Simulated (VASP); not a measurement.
Write the native input for VASP 6.6.1 that does the following.

| Quantity | Value |
| --- | --- |
| Task | single point |
| Functional | PBEsol |
| Potentials or basis | VASP PAW PBE potentials, release 64 (Mn_pv, F) |
| Cutoff | 520 eV |
| k mesh | 5 × 5 × 7 |
| Occupations | fermi-dirac, width 0.05 eV |
| Spin | collinear spin, ferromagnetic start |
| Starting moments | [4.0, 4.0, 0.0, 0.0, 0.0, 0.0] μB |
| Dipole correction | no |
| Further INCAR settings | ALGO = Normal; EDIFF = 1e-06; NBANDS = 40 |

The structure of MnF2 lies in POSCAR:

```
MnF2
1.0
    4.8079297631      0.0000000000      0.0000000000
    0.0000000000      4.8079297631      0.0000000000
    0.0000000000      0.0000000000      3.2659553258
Mn F
2 4
Direct
    0.5000000000      0.5000000000      0.5000000000
    0.0000000000      0.0000000000      0.0000000000
    0.8053000000      0.1947000000      0.5000000000
    0.6947000000      0.6947000000      0.0000000000
    0.1947000000      0.8053000000      0.5000000000
    0.3053000000      0.3053000000      0.0000000000
```

These files were run (other wordings do the same):

INCAR

```
ALGO = Normal
EDIFF = 1E-6
ENCUT = 520
GGA = PS
ISIF = 2
ISMEAR = -1
ISPIN = 2
LASPH = True
LCHARG = False
LMAXMIX = 4
LORBIT = 11
LREAL = False
LWAVE = False
MAGMOM = 4 4 0 0 0 0
NBANDS = 40
NELM = 150
PREC = Accurate
SIGMA = 0.05
```

KPOINTS

```
k-points
0
Gamma
  5 5 7
```

Potentials or basis: VASP PAW PBE potentials, release 64 (Mn_pv, F).

Run with:

```sh
$ cat potpaw_PBE.64/Mn_pv/POTCAR potpaw_PBE.64/F/POTCAR > POTCAR
$ mpirun -np 1 vasp_std > vasp.out
```

Results of the run:

* Pressure: 3.8 GPa
* Largest force: 0.047 eV/Å
* Band gap on the k mesh: 0.86 eV
* Net moment: 10.00 μB per cell
* Site moments: Mn +4.57; F +0.09 μB
* Valence electrons inside the program's atomic spheres: Mn 11.31; F 6.09

Caveat: the cell stands under pressure; the PAW data sets were made with another functional, which shifts forces and pressure a little; the run started ferromagnetic, and an antiferromagnetic order may lie lower in energy.

It took 59 s on 1 thread of Intel(R) Xeon(R) Platinum 8488C (Sapphire Rapids), with other jobs on the host, peak memory 0.26 GiB.
